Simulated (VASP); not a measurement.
# Rh in VASP: single point with PBEsol+D4

Aim: the single point of Rh with PBEsol+D4.

Program: VASP 6.6.1. These are calculated values, not measurements. Logs are shortened: lines on timing, memory, paths and dates and some standing lists are left out, and cuts for length are marked.

## (1) The cell of the first run

The cell holds a slab with vacuum, 12 atoms: a = 5.315 Å, b = 5.315 Å, c = 24.360 Å, α = 90.00°, β = 90.00°, γ = 120.00°.

## (2) Single point, PBEsol+D4

The input, INCAR:

```
PREC     = Accurate       # precision mode
ENCUT    = 400            # plane-wave cutoff, eV
EDIFF    = 1E-6           # SCF threshold, eV
ISMEAR   = 1              # smearing method
SIGMA    = 0.1            # smearing width, eV
LREAL    = False          # projectors in reciprocal space
LASPH    = True           # aspherical terms in the spheres
NELM     = 120            # most SCF steps
ALGO     = Normal         # electronic algorithm
ISIF     = 2              # what is computed and relaxed
LWAVE    = False          # write WAVECAR
LCHARG   = False          # write CHGCAR
LDIPOL   = True         
IDIPOL   = 3            
DIPOL    = 0.5 0.5 0.375
GGA      = PS             # functional
IVDW     = 13             # dispersion correction
NBANDS   = 102            # bands
GGA_COMPAT= False        
NELMDL   = -8
```

The input, KPOINTS:

```
regular mesh
0
Gamma
  9 9 1
```

The input, POSCAR:

```
Rh
1.0
    5.3150229898     -0.0000000287      0.0000000000
   -2.6575114700      4.6029449452      0.0000000000
    0.0000000000      0.0000000000     24.3597298727
Rh
12
Direct
    0.0000000000      0.0000000000      0.2873595084
    0.0000000000      0.5000000000      0.2873595084
    0.5000000000      0.0000000000      0.2873595084
    0.5000000000      0.5000000000      0.2873595084
    0.3335772483      0.1667957427      0.3745318394
    0.3332184944      0.6664227517      0.3745318394
    0.8333333333      0.1666666667      0.3762027267
    0.8332042573      0.6667815056      0.3745318394
    0.6688418369      0.3347990100      0.4637709369
    0.6652009900      0.8340428269      0.4637709369
    0.1659571731      0.3311581631      0.4637709369
    0.1666666667      0.8333333333      0.4631707962
```

Potentials or basis: VASP PAW PBE potentials, release 64 (Rh_pv).

Run with:

```bash
$ cat potpaw_PBE.64/Rh_pv/POTCAR > POTCAR
$ mpirun -np 1 vasp_std > vasp.out
```

OUTCAR:

```text
PREC = Accurate
   ENCUT = 400
   EDIFF = 1E-6
   ISMEAR = 1
   LREAL = False
   LASPH = True
   NELM = 120
   ISIF = 2
   GGA = PS
   IVDW = 13
   NELMDL = -8

 ion  position               nearest neighbor table
   1  0.000  0.000  0.287-   8 2.62   5 2.62   7 2.65   2 2.66   2 2.66   3 2.66   3 2.66   4 2.66
                             4 2.66
   2  0.000  0.500  0.287-   6 2.62   8 2.62   7 2.65   1 2.66   1 2.66   4 2.66   4 2.66   3 2.66
                             3 2.66
   3  0.500  0.000  0.287-   5 2.62   6 2.62   7 2.65   4 2.66   4 2.66   1 2.66   1 2.66   2 2.66
                             2 2.66
   4  0.500  0.500  0.287-   6 2.62   5 2.62   8 2.62   3 2.66   3 2.66   2 2.66   2 2.66   1 2.66
                             1 2.66
   5  0.334  0.167  0.375-   4 2.62   3 2.62   1 2.62  12 2.65   6 2.66   8 2.66   7 2.66  11 2.66
                             6 2.66   8 2.66   7 2.66   9 2.67
   6  0.333  0.666  0.375-   4 2.62   2 2.62   3 2.62  12 2.65   5 2.66   8 2.66   7 2.66  10 2.66
                             5 2.66   8 2.66   7 2.66  11 2.67
   7  0.833  0.167  0.376-   9 2.63  10 2.63  11 2.63   2 2.65   3 2.65   1 2.65   5 2.66   6 2.66
                             8 2.66   8 2.66   6 2.66   5 2.66
   8  0.833  0.667  0.375-   4 2.62   1 2.62   2 2.62  12 2.65   6 2.66   5 2.66   7 2.66   9 2.66
                             6 2.66   5 2.66   7 2.66  10 2.67
   9  0.669  0.335  0.464-   7 2.63  12 2.65  10 2.65  11 2.65   8 2.66  10 2.66  11 2.66   5 2.67
                            12 2.67
  10  0.665  0.834  0.464-   7 2.63  12 2.65   9 2.65  11 2.65   6 2.66   9 2.66  11 2.66   8 2.67
                            12 2.67
  11  0.166  0.331  0.464-   7 2.63  12 2.65   9 2.65  10 2.65   5 2.66   9 2.66  10 2.66   6 2.67
                            12 2.67
  12  0.167  0.833  0.463-  10 2.65   9 2.65  11 2.65   6 2.65   5 2.65   8 2.65  11 2.67   9 2.67
                            10 2.67

  LATTYP: Found a hexagonal cell.
 ALAT       =     5.3150229898
 C/A-ratio  =     4.5831842909

  Lattice vectors:

 A1 = (   5.3150229898,  -0.0000000287,   0.0000000000)
 A2 = (  -2.6575114700,   4.6029449452,   0.0000000000)
 A3 = (   0.0000000000,   0.0000000000,  24.3597298727)

Analysis of symmetry for initial positions (statically):
=====================================================================
 Subroutine PRICEL returns:
 Original cell was already a primitive cell.

 Routine SETGRP: Setting up the symmetry group for a
 hexagonal supercell.

 Subroutine GETGRP returns: Found  3 space group operations
 (whereof  1 operations were pure point group operations)
 out of a pool of 24 trial point group operations.

The static configuration has the point symmetry C_1 .
 The point group associated with its full space group is C_3 .

[... 147 lines left out ...]
   LORBIT       =      0    0 simple, 1 ext, 2 COOP (PROOUT), +10 PAW based schemes
   GGA     = PS    functional components
   LHFCALC =     F    Hartree Fock is set to
   AEXX    =    0.0000 exact exchange contribution
   IVDW    =    13    specifies the selected vdW correction
   LEPSILON=     F    determine dielectric tensor
   LRPA    =     F    only Hartree local field effects (RPA)
 non-spin polarized calculation
 Methfessel and Paxton  Order N= 1 SIGMA  =   0.10
  energy-cutoff  :      400.00
  volume of cell :      595.95
 maximum number of plane-waves:     10871
 NGX is ok and might be reduce to    36
   NGX = 17   NGY = 17   NGZ = 79

 dipolmoment           0.000000      0.000000      0.000019 electrons x Angstroem

 number of electron     180.0000079 magnetization

 dipolmoment           0.000000      0.000000     -0.000046 electrons x Angstroem

 Free energy of the ion-electron system (eV)
  ---------------------------------------------------
  ext. energy  EPLUGINS =         0.00000000
  ---------------------------------------------------
  free energy    TOTEN  =       -90.29819487 eV

  energy without entropy =      -90.30244936  energy(sigma->0) =      -90.29961304

 E-fermi :  -0.4640     XC(G=0):  -4.6619

 val. band max:       -0.4706518531   @ k =   0.2222   0.2222   0.0000
 cond. band min:      -0.4591127578   @ k =   0.4444   0.1111   0.0000
 fundamental gap:      0.0115390953
 Fermi energy:        -0.4639897436

 k-point     1 :       0.0000    0.0000    0.0000
  band No.  band energies     occupation
      1     -47.7166      2.00000
      2     -47.7113      2.00000
      3     -47.7113      2.00000
      4     -47.5680      2.00000
      5     -47.4754      2.00000
      6     -47.4754      2.00000
[... 1564 lines left out ...]
    101       0.2211     -0.00000
    102       0.2348     -0.00000

------------------------ aborting loop because EDIFF is reached ----------------------------------------

 vacuum level on the upper side and lower side of the slab       (xc-potential included)        -0.184        -0.183

  DFT-D4 for vdW energy calculation

  Edisp (eV):   -3.97149

  FORCE on cell =-STRESS in cart. coord.  units (eV):
  Direction    XX          YY          ZZ          XY          YZ          ZX
  --------------------------------------------------------------------------------------
  -------------------------------------------------------------------------------------
  Total     -10.98026   -10.98026    -5.62942     0.00000     0.00000    -0.00000
  in kB     -29.51956   -29.51956   -15.13425     0.00000     0.00000    -0.00000
  external pressure =      -24.72 kB  Pullay stress =        0.00 kB

 VOLUME and BASIS-vectors are now :
 -----------------------------------------------------------------------------
  energy-cutoff  :      400.00
  volume of cell :      595.95
      direct lattice vectors                 reciprocal lattice vectors
     5.315022990 -0.000000029  0.000000000     0.188145941  0.108626108  0.000000000
    -2.657511470  4.602944945  0.000000000     0.000000001  0.217252219  0.000000000
     0.000000000  0.000000000 24.359729873     0.000000000  0.000000000  0.041051358

 POSITION                                       TOTAL-FORCE (eV/Angst)
 -----------------------------------------------------------------------------------
      0.00000      0.00000      7.00000        -0.059823      0.029030      0.171650
     -1.32876      2.30147      7.00000         0.004771     -0.066323      0.171650
      2.65751     -0.00000      7.00000         0.055052      0.037293      0.171650
      1.32876      2.30147      7.00000         0.000000      0.000000      0.052494
      1.32971      0.76775      9.12349         0.001189      0.021847      0.323113
      0.00004      3.06751      9.12349         0.018326     -0.011953      0.323113
      3.98627      0.76716      9.16420         0.000000      0.000000     -0.124061
      2.65652      3.06916      9.12349        -0.019514     -0.009894      0.323113
      2.66518      1.54106     11.29733        -0.142242     -0.013028     -0.364591
      1.31908      3.83905     11.29733         0.082403     -0.116672     -0.364591
      0.00201      1.52430     11.29733         0.059839      0.129699     -0.364591
     -1.32876      3.83579     11.28272         0.000000      0.000000     -0.318950
 -----------------------------------------------------------------------------------
    total drift:                               -0.000000     -0.000000     -0.001217

  FREE ENERGIE OF THE ION-ELECTRON SYSTEM (eV)
  ---------------------------------------------------
  free  energy   TOTEN  =       -94.2696809563 eV

  energy  without entropy=      -94.2739354427  energy(sigma->0) =      -94.27109912

 vacuum level on the upper side and lower side of the slab         4.568         4.568
```

OSZICAR:

```text
N       E                     dE             d eps       ncg     rms          rms(c)
DAV:   1     0.148367904607E+04    0.14837E+04   -0.10417E+05  4124   0.134E+03
DAV:   2    -0.405900982983E+02   -0.15243E+04   -0.14860E+04  3324   0.421E+02
DAV:   3    -0.949228316999E+02   -0.54333E+02   -0.50550E+02  3784   0.744E+01
[... 24 lines left out ...]
DAV:  28    -0.902981781960E+02   -0.18384E-04   -0.13769E-06  1814   0.491E-03    0.211E-03
DAV:  29    -0.902981901829E+02   -0.11987E-04   -0.31143E-07  1818   0.165E-03    0.180E-03
DAV:  30    -0.902981929844E+02   -0.28015E-05   -0.97995E-08  1708   0.776E-04    0.129E-03
DAV:  31    -0.902981941143E+02   -0.11299E-05   -0.84019E-08  1674   0.106E-03    0.158E-04
DAV:  32    -0.902981948731E+02   -0.75881E-06   -0.28778E-08  1640   0.373E-04
   1 F= -.94269681E+02 E0= -.94271099E+02  d E =0.425449E-02
```

Run time: 44 min. Hardware: 1 thread of Intel Xeon 8259CL, shared host; peak memory 0.73 GiB.

Results:

```
Free energy                : -94.2697 eV
Largest force              : 0.392 eV/Å
Band gap on the k mesh     : zero (bands 90 and 91 overlap by 0.80 eV)
Dispersion energy per atom : -0.331 eV
```

Forces on the atoms (eV/Å):
```
Rh  -0.060  0.029  0.172
Rh   0.005 -0.066  0.172
Rh   0.055  0.037  0.172
Rh   0.000  0.000  0.052
Rh   0.001  0.022  0.323
Rh   0.018 -0.012  0.323
Rh   0.000  0.000 -0.124
Rh  -0.020 -0.010  0.323
Rh  -0.142 -0.013 -0.365
Rh   0.082 -0.117 -0.365
Rh   0.060  0.130 -0.365
Rh   0.000  0.000 -0.319
```

Levels at points of the mesh, in eV from the Fermi level:
```
           k point  band 88  band 89  band 90  band 91  band 92  band 93  band 94  band 95
(0.00, 0.00, 0.00)     0.29     0.43     0.43     0.63     0.63     0.63     0.96     1.08
```

Caveat: the PAW data sets were made with another functional, which shifts forces and pressure a little.
